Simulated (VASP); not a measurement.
Crystal: Cu.

```
Cu
1.0
     0.00000    1.77302    1.77302
     1.77302    0.00000    1.77302
     1.77302    1.77302    0.00000
Cu
1
Direct
  0.00000 0.00000 0.00000
```

Base run:

| Property | Result |
| --- | --- |
| Program | VASP 6.6.1 |
| Functional | LDA |
| Potentials or basis | VASP PAW LDA potentials, release 64 (Cu) |
| Cutoff | 520 eV |
| k mesh | 12 × 12 × 12 |
| Occupations | fermi-dirac, width 0.06 eV |
| Spin | no spin polarisation |

Its results: pressure -3.4 GPa.

**Question.** The run is repeated on the same cell with these changes: functional from LDA to PBE; potentials or basis from VASP PAW LDA potentials, release 64 (Cu) to VASP PAW PBE potentials, release 64 (Cu). What comes out?

**Answer.** Pressure 12.2 GPa.
